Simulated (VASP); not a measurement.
Set up this calculation in VASP 6.6.1, as the native input.

```yaml
Task: single point
Functional: LDA
Potentials_or_basis: VASP PAW LDA potentials, release 64 (Sb, Bi_d)
Cutoff: 520 eV
k_mesh: 12 × 12 × 12
Occupations: fermi-dirac, width 0.1 eV
Spin: no spin polarisation
Dipole_correction: no
Further_INCAR_settings: ALGO = Normal; EDIFF = 1e-06; NBANDS = 17
```

The structure of BiSb (rocksalt type) lies in POSCAR:

```
BiSb
1.0
    0.0000000000      2.8547081666      2.8547081666
    2.8547081666      0.0000000000      2.8547081666
    2.8547081666      2.8547081666      0.0000000000
Sb Bi
1 1
Direct
    0.0000000000      0.0000000000      0.0000000000
    0.5000000000      0.5000000000      0.5000000000
```

These files were run (other wordings do the same):

INCAR

```
SYSTEM = BiSb
PREC     = Accurate       ! precision mode
ENCUT    = 520            ! plane-wave cutoff, eV
EDIFF    = 1E-6           ! SCF threshold, eV
ISMEAR   = -1             ! smearing method
SIGMA    = 0.1            ! smearing width, eV
LREAL    = .False.        ! projectors in reciprocal space
LASPH    = .True.         ! aspherical terms in the spheres
NELM     = 100            ! most SCF steps
ALGO     = Normal         ! electronic algorithm
ISIF     = 2              ! what is computed and relaxed
LWAVE    = .False.        ! write WAVECAR
LCHARG   = .False.        ! write CHGCAR
GGA      = CA             ! functional
NBANDS   = 17             ! bands
```

KPOINTS

```
regular mesh
0
Gamma
  12 12 12
  0 0 0
```

Potentials or basis: VASP PAW LDA potentials, release 64 (Sb, Bi_d).

Command:

```sh
$ cat potpaw_LDA.64/Sb/POTCAR potpaw_LDA.64/Bi_d/POTCAR > POTCAR
$ mpirun -np 1 vasp_std > vasp.out
```

It gave:

```json
{
  "Pressure": "31.4 GPa",
  "Band gap on the k mesh": "zero (bands 10 and 11 overlap by 0.98 eV)"
}
```

Caveat: the cell stands under pressure; spin-orbit coupling is left out, which moves the levels of the heavy elements.

It took 19 s on 1 thread of Intel(R) Xeon(R) 6975P-C (Granite Rapids), with other jobs on the host, peak memory 0.18 GiB.
